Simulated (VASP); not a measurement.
# CaS in VASP: notebook

Runs on CaS. Level: PBE. Tasks: single point.

Program: VASP 6.6.1. These are calculated values, not measurements. Logs are shortened: lines on timing, memory, paths and dates and some standing lists are left out, and cuts for length are marked.

## 1. The cell of the first run

The structure is cubic, space group Fm-3m (No. 225). Conventional cell: a = 5.720 Å, b = 5.720 Å, c = 5.720 Å, α = 90.00°, β = 90.00°, γ = 90.00°. Ca (site symmetry m-3m) has 6 S at 2.86 Å within 3.8 Å. Within 3.8 Å of S (site symmetry m-3m) lie 6 Ca at 2.86 Å.

## 2. Single point, PBE

INCAR

```
PREC     = Accurate       # precision mode
ENCUT    = 500            # plane-wave cutoff, eV
EDIFF    = 1E-6           # SCF threshold, eV
ISMEAR   = 0              # smearing method
SIGMA    = 0.15           # smearing width, eV
LREAL    = False          # projectors in reciprocal space
LASPH    = True           # aspherical terms in the spheres
NELM     = 120            # most SCF steps
ALGO     = Normal         # electronic algorithm
ISIF     = 2              # what is computed and relaxed
LWAVE    = False          # write WAVECAR
LCHARG   = False          # write CHGCAR
GGA      = PE             # functional
NBANDS   = 15             # bands
GGA_COMPAT= False
```

KPOINTS

```
Automatic mesh
0
Gamma
  4 4 4
```

POSCAR

```
CaS
1.0
    0.0000000000      2.8598372969      2.8598372969
    2.8598372969      0.0000000000      2.8598372969
    2.8598372969      2.8598372969      0.0000000000
Ca S
1 1
Direct
    0.0000000000      0.0000000000      0.0000000000
    0.5000000000      0.5000000000      0.5000000000
```

Potentials or basis: VASP PAW PBE potentials, release 64 (Ca_sv, S).

On the command line:

```bash
cat potpaw_PBE.64/Ca_sv/POTCAR potpaw_PBE.64/S/POTCAR > POTCAR
mpirun -np 1 vasp_std > vasp.out
```

OUTCAR:

```text
PREC = Accurate
   ENCUT = 500
   EDIFF = 1E-6
   ISMEAR = 0
   LREAL = False
   LASPH = True
   NELM = 120
   ISIF = 2
   GGA = PE

 ion  position               nearest neighbor table
   1  0.000  0.000  0.000-   2 2.86   2 2.86   2 2.86   2 2.86   2 2.86   2 2.86
   2  0.500  0.500  0.500-   1 2.86   1 2.86   1 2.86   1 2.86   1 2.86   1 2.86

  LATTYP: Found a face centered cubic cell.
 ALAT       =     5.7196745938

  Lattice vectors:

 A1 = (   0.0000000000,   2.8598372969,   2.8598372969)
 A2 = (   2.8598372969,   0.0000000000,   2.8598372969)
 A3 = (   2.8598372969,   2.8598372969,   0.0000000000)

Analysis of symmetry for initial positions (statically):
=====================================================================
 Subroutine PRICEL returns:
 Original cell was already a primitive cell.

 Routine SETGRP: Setting up the symmetry group for a
 face centered cubic supercell.

 Subroutine GETGRP returns: Found 48 space group operations
 (whereof 48 operations were pure point group operations)
 out of a pool of 48 trial point group operations.

The static configuration has the point symmetry O_h .

Analysis of symmetry for dynamics (positions and initial velocities):
=====================================================================
 Subroutine PRICEL returns:
 Original cell was already a primitive cell.

 Routine SETGRP: Setting up the symmetry group for a
 face centered cubic supercell.

 Subroutine GETGRP returns: Found 48 space group operations
 (whereof 48 operations were pure point group operations)
 out of a pool of 48 trial point group operations.

The dynamic configuration has the point symmetry O_h .

 Subroutine INISYM returns: Found 48 space group operations
 (whereof 48 operations are pure point group operations),
 and found     1 'primitive' translations

----------------------------------------------------------------------------------------

                                     Primitive cell

  volume of cell :      46.7793

  direct lattice vectors                    reciprocal lattice vectors
     0.000000000  2.859837297  2.859837297    -0.174835121  0.174835121  0.174835121
     2.859837297  0.000000000  2.859837297     0.174835121 -0.174835121  0.174835121
     2.859837297  2.859837297  0.000000000     0.174835121  0.174835121 -0.174835121

  length of vectors
     4.044420691  4.044420691  4.044420691     0.302823313  0.302823313  0.302823313

  position of ions in fractional coordinates (direct lattice)
     0.000000000  0.000000000  0.000000000
     0.500000000  0.500000000  0.500000000

  ion indices of the primitive-cell ions
   primitive index   ion index
                 1           1
                 2           2

----------------------------------------------------------------------------------------

 KPOINTS: Automatic mesh

Automatic generation of k-mesh.
 Grid dimensions read from file:
 generate k-points for:    4    4    4

 Generating k-lattice:

  Cartesian coordinates                     Fractional coordinates (reciprocal lattice)
    -0.043708780  0.043708780  0.043708780     0.250000000  0.000000000  0.000000000
     0.043708780 -0.043708780  0.043708780     0.000000000  0.250000000  0.000000000
     0.043708780  0.043708780 -0.043708780     0.000000000  0.000000000  0.250000000

  Length of vectors
     0.075705828  0.075705828  0.075705828

  Shift w.r.t. Gamma in fractional coordinates (k-lattice)
     0.000000000  0.000000000  0.000000000

 Subroutine IBZKPT returns following result:
 ===========================================

 Found      8 irreducible k-points:

 Following reciprocal coordinates:
            Coordinates               Weight
  0.000000  0.000000  0.000000      1.000000
  0.250000  0.000000  0.000000      8.000000
  0.500000  0.000000  0.000000      4.000000
  0.250000  0.250000  0.000000      6.000000
  0.500000  0.250000  0.000000     24.000000
 -0.250000  0.250000  0.000000     12.000000
  0.500000  0.500000  0.000000      3.000000
 -0.250000  0.500000  0.250000      6.000000
   k-points           NKPTS =      8   k-points in BZ     NKDIM =      8   number of bands    NBANDS=     15
   number of dos      NEDOS =    301   number of ions     NIONS =      2
   total plane-waves  NPLWV =  27000
   dimension x,y,z NGX =    30 NGY =   30 NGZ =   30
   dimension x,y,z NGXF=    60 NGYF=   60 NGZF=   60
   ions per type =               1   1
   NGX,Y,Z   is equivalent  to a cutoff of  12.33, 12.33, 12.33 a.u.
   NGXF,Y,Z  is equivalent  to a cutoff of  24.66, 24.66, 24.66 a.u.
 SYSTEM =  unknown system
   PREC   = accura    normal or accurate (medium, high low for compatibility)
   ISTART =      0    job   : 0-new  1-cont  2-samecut
   ICHARG =      2    charge: 1-file 2-atom 10-const
   ISPIN  =      1    spin polarized calculation?
   LNONCOLLINEAR =      F non collinear calculations
   LSORBIT =      F    spin-orbit coupling
   LASPH  =      T    aspherical Exc in radial PAW
   ENCUT  =  500.0 eV  36.75 Ry    6.06 a.u.   7.37  7.37  7.37*2*pi/ulx,y,z
   NELM   =    120;   NELMIN=  2; NELMDL= -5     # of ELM steps
   EDIFF  = 0.1E-05   stopping-criterion for ELM
   LREAL  =      F    real-space projection
   EDIFFG = 0.1E-04   stopping-criterion for IOM
   NSW    =      0    number of steps for IOM
   IBRION =     -1    ionic relax: 0-MD 1-quasi-New 2-CG
   NFREE  =      0    steps in history (QN), initial steepest desc. (CG)
   ISIF   =      2    stress and relaxation
   ISYM   =      2    0-nonsym 1-usesym 2-fastsym
   POTIM  = 0.5000    time-step for ionic-motion
   TEBEG  =    0.0;   TEEND  =   0.0 temperature during run
   PSTRESS=    0.0 pullay stress
   NELECT =      16.0000    total number of electrons
   NUPDOWN=      -1.0000    fix difference up-down
   EMIN   =  10.00;   EMAX   =-10.00  energy-range for DOS
   EFERMI =   0.00;   METHOD = LEGACY
   ISMEAR =     0;   SIGMA  =   0.15  broadening in eV -4-tet -1-fermi 0-gaus
   EFERMI_NEDOS =   21; number of points for ismear=-14 and -15
   IALGO  =     38    algorithm
   IMIX   =      4    mixing-type and parameters
     AMIX     =   0.40;   BMIX     =  1.00
     AMIX_MAG =   1.60;   BMIX_MAG =  1.00
  volume/ion in A,a.u.               =      23.39       157.84
  Fermi-wavevector in a.u.,A,eV,Ry     =   1.144889  2.163527 17.834129  1.310772
  Thomas-Fermi vector in A             =   2.281580
   LORBIT       =      0    0 simple, 1 ext, 2 COOP (PROOUT), +10 PAW based schemes
   GGA     = PE    functional components
   LHFCALC =     F    Hartree Fock is set to
   AEXX    =    0.0000 exact exchange contribution
   IVDW    =     0    specifies the selected vdW correction
   LEPSILON=     F    determine dielectric tensor
   LRPA    =     F    only Hartree local field effects (RPA)
 non-spin polarized calculation
 Gauss-broadening in eV      SIGMA  =   0.15
  energy-cutoff  :      500.00
  volume of cell :       46.78
 maximum number of plane-waves:      1243
 NGX is ok and might be reduce to    30
   NGX = 15   NGY = 15   NGZ = 15

 number of electron      16.0000004 magnetization

 Free energy of the ion-electron system (eV)
  ---------------------------------------------------
  ext. energy  EPLUGINS =         0.00000000
  ---------------------------------------------------
  free energy    TOTEN  =       -10.35426797 eV

  energy without entropy =      -10.35426797  energy(sigma->0) =      -10.35426797

 E-fermi :   3.3203     XC(G=0):  -9.2565

 val. band max:        2.6463491246   @ k =   0.0000   0.0000   0.0000
 cond. band min:       5.0240779169   @ k =   0.5000   0.5000   0.0000
 fundamental gap:      2.3777287923
 Fermi energy:         3.3202736314

 k-point     1 :       0.0000    0.0000    0.0000
  band No.  band energies     occupation
      1     -36.6100      2.00000
      2     -17.5881      2.00000
      3     -17.5881      2.00000
      4     -17.5881      2.00000
      5      -8.6363      2.00000
      6       2.6463      2.00000
      7       2.6463      2.00000
      8       2.6463      2.00000
      9       6.7095      0.00000
     10       6.8027      0.00000
     11       6.8027      0.00000
     12       6.8027      0.00000
     13       7.3845      0.00000
     14       7.3845      0.00000
     15      13.4763      0.00000

 k-point     2 :       0.2500    0.0000    0.0000
  band No.  band energies     occupation
      1     -36.6046      2.00000
      2     -17.6677      2.00000
      3     -17.5943      2.00000
      4     -17.5943      2.00000
      5      -8.2673      2.00000
      6       0.8454      2.00000
      7       1.9929      2.00000
      8       1.9929      2.00000
      9       6.9114      0.00000
     10       7.5957      0.00000
     11       7.5957      0.00000
     12       8.7779      0.00000
     13       8.7779      0.00000
     14       8.8178      0.00000
     15      12.9241      0.00000

 k-point     3 :       0.5000    0.0000    0.0000
  band No.  band energies     occupation
      1     -36.5993      2.00000
      2     -17.7447      2.00000
      3     -17.6005      2.00000
      4     -17.6005      2.00000
      5      -7.8522      2.00000
      6      -0.4039      2.00000
      7       1.5136      2.00000
      8       1.5136      2.00000
      9       7.8347      0.00000
     10       8.6554      0.00000
     11       8.7907      0.00000
     12       8.7907      0.00000
     13      10.7001      0.00000
     14      10.7001      0.00000
     15      11.4503      0.00000
[... 55 lines left out ...]
 k-point     7 :       0.5000    0.5000    0.0000
  band No.  band energies     occupation
      1     -36.5960      2.00000
      2     -17.7036      2.00000
      3     -17.6340      2.00000
      4     -17.6340      2.00000
      5      -8.0254      2.00000
      6       0.3954      2.00000
      7       1.8486      2.00000
      8       1.8486      2.00000
      9       5.0241      0.00000
     10       8.2137      0.00000
     11       8.5937      0.00000
     12       9.3482      0.00000
     13       9.3702      0.00000
     14       9.3702      0.00000
     15      12.9075      0.00000

 k-point     8 :      -0.2500    0.5000    0.2500
  band No.  band energies     occupation
      1     -36.5960      2.00000
      2     -17.6688      2.00000
      3     -17.6688      2.00000
      4     -17.6433      2.00000
      5      -7.9150      2.00000
      6       0.8883      2.00000
      7       0.8883      2.00000
      8       1.1212      2.00000
      9       7.4502      0.00000
     10       7.4502      0.00000
     11       8.5951      0.00000
     12       9.0077      0.00000
     13       9.3782      0.00000
     14      11.8407      0.00000
     15      12.6453      0.00000

------------------------ aborting loop because EDIFF is reached ----------------------------------------

  FORCE on cell =-STRESS in cart. coord.  units (eV):
  Direction    XX          YY          ZZ          XY          YZ          ZX
  --------------------------------------------------------------------------------------
  -------------------------------------------------------------------------------------
  Total        0.0014134      0.0014134      0.0014134      0.0000000      0.0000000      0.0000000
  in kB        0.0484074      0.0484074      0.0484074      0.0000000      0.0000000      0.0000000
  external PRESSURE =       0.0484074 kB  Pullay stress =       0.0000000 kB

 VOLUME and BASIS-vectors are now :
 -----------------------------------------------------------------------------
  energy-cutoff  :      500.00
  volume of cell :       46.78
      direct lattice vectors                 reciprocal lattice vectors
     0.000000000  2.859837297  2.859837297    -0.174835121  0.174835121  0.174835121
     2.859837297  0.000000000  2.859837297     0.174835121 -0.174835121  0.174835121
     2.859837297  2.859837297  0.000000000     0.174835121  0.174835121 -0.174835121

 POSITION                                       TOTAL-FORCE (eV/Angst)
 -----------------------------------------------------------------------------------
      0.00000      0.00000      0.00000        -0.000000     -0.000000     -0.000000
      2.85984      2.85984      2.85984         0.000000      0.000000      0.000000
 -----------------------------------------------------------------------------------
    total drift:                               -0.000000      0.000000      0.000000

  FREE ENERGIE OF THE ION-ELECTRON SYSTEM (eV)
  ---------------------------------------------------
  free  energy   TOTEN  =       -10.3542679696 eV

  energy  without entropy=      -10.3542679696  energy(sigma->0) =      -10.35426797
```

It took 7.2 s on 1 thread of AMD EPYC 7R43 (Zen 3), shared host; peak memory 0.13 GiB.

What came out:

```
Free energy            : -10.3543 eV
Pressure               : 0.0 GPa
Band gap on the k mesh : 2.38 eV, indirect (least direct gap 3.18 eV)
```

Caveat: the k points lie up to 0.48 Å⁻¹ apart. PBE gaps usually lie below the measured ones, often by a third to a half.

## 3. Single point, PBE

This run uses another cell than the first one, of 23.56 Å³/atom, 1.007 times its volume.

INCAR is that of step 2.

KPOINTS

```
regular mesh
0
Gamma
  4 4 4
```

POSCAR

```
CaS
1.0
    0.0000000000      2.8666993600      2.8666993600
    2.8666993600      0.0000000000      2.8666993600
    2.8666993600      2.8666993600      0.0000000000
Ca S
1 1
Direct
    0.5000000000      0.5000000000      0.5000000000
    0.0000000000      0.0000000000      0.0000000000
```

Potentials or basis: VASP PAW PBE potentials, release 64 (Ca_sv, S).

On the command line:

```bash
cat potpaw_PBE.64/Ca_sv/POTCAR potpaw_PBE.64/S/POTCAR > POTCAR
mpirun -np 1 vasp_std > vasp.out
```

Run time: 7.3 s. Hardware: 1 thread of AMD EPYC 7R43 (Zen 3), shared host; peak memory 0.13 GiB.

Results (log left out):

| Property | Result |
| --- | --- |
| Free energy | -10.3540 eV |
| Pressure | -0.4 GPa |
| Band gap on the k mesh | 2.39 eV, indirect (least direct gap 3.19 eV) |

Levels at points of the mesh, in eV from the valence-band top:
```
           k point  band 5  band 6  band 7  band 8  band 9  band 10  band 11  band 12
(0.00, 0.00, 0.00)  -11.26    0.00    0.00    0.00    4.02     4.16     4.16     4.16
(0.50, 0.00, 0.00)  -10.49   -3.03   -1.12   -1.12    5.17     5.98     6.12     6.12
(0.50, 0.50, 0.00)  -10.66   -2.24   -0.79   -0.79    2.39     5.55     5.91     6.67
```

Caveat: the k points lie up to 0.47 Å⁻¹ apart. As with any semilocal functional, this PBE gap is likely too small.

## 4. Single point, PBE

This run uses another cell than the first one, of 23.44 Å³/atom, 1.002 times its volume.

INCAR

```
SYSTEM = CaS
  PREC = Accurate
  ENCUT = 500
  EDIFF = 1E-6
  ISMEAR = 0
  SIGMA = 0.15
  LREAL = .False.
  LASPH = .True.
  NELM = 120
  ALGO = Normal
  ISIF = 2
  LWAVE = .False.
  LCHARG = .True.
  GGA = PE
  LELF = .True.
  LVHAR = .True.
  NBANDS = 15
  GGA_COMPAT = .False.
```

KPOINTS

```
regular mesh
0
Gamma
  4 4 4
  0 0 0
```

POSCAR

```
CaS
1.0
   -2.0239864487      2.0239864487      2.8612615380
    2.0239864487     -2.0239864487      2.8612615380
    2.0239864487      2.0239864487     -2.8612615380
Ca S
1 1
Direct
    0.0000000000      0.0000000000      0.0000000000
    0.5000000000      0.5000000000      0.0000000000
```

On the command line:

```bash
cat potpaw_PBE.64/Ca_sv/POTCAR potpaw_PBE.64/S/POTCAR > POTCAR
mpirun -np 1 vasp_std > vasp.out
```

It took 11 s on 1 thread of AMD EPYC 7R43 (Zen 3), shared host; peak memory 0.13 GiB.

The run converged. Its results:

```
Free energy            : -10.3542 eV
Pressure               : -0.1 GPa
Band gap on the k mesh : 2.38 eV, indirect (least direct gap 3.18 eV)
```

Levels at points of the mesh, in eV from the valence-band top:
```csv
k point,band 4,band 5,band 6,band 7,band 8,band 9,band 10,band 11,band 12,band 13
"(0.00, 0.00, 0.00)",-20.24,-11.28,0.00,0.00,0.00,4.05,4.16,4.16,4.16,4.74
"(0.50, 0.00, 0.00)",-20.25,-10.50,-3.04,-1.13,-1.13,5.18,6.00,6.14,6.14,8.04
"(0.50, 0.50, 0.00)",-20.29,-10.67,-2.25,-0.80,-0.80,2.38,5.56,5.94,6.69,6.71
"(0.50, 0.50, 0.50)",-20.29,-10.67,-2.25,-0.80,-0.80,2.38,5.56,5.94,6.69,6.71
```

Caveat: the k points lie up to 0.55 Å⁻¹ apart. A k mesh can miss the band edges.

## 5. Summary

```tsv
cell	gap on the mesh (eV)	pressure (GPa)
a = 4.044 Å, angles 60.0°, 2 atoms	2.38	0.0
a = 4.054 Å, angles 60.0°, 2 atoms	2.39	-0.4
a = 4.047 Å, angles 120.0, 120.0, 90.0°, 2 atoms	2.38	-0.1
```

Alike in all rows: task single point; level PBE; potentials or basis VASP PAW PBE potentials, release 64 (Ca_sv, S); no spin polarisation; k mesh 4 × 4 × 4; cutoff (eV) 500; smearing gaussian 0.15 eV.

Caveats: all runs use coarse meshes.

Total energies depend on the potentials used, so only differences within one code and one set of settings carry meaning.
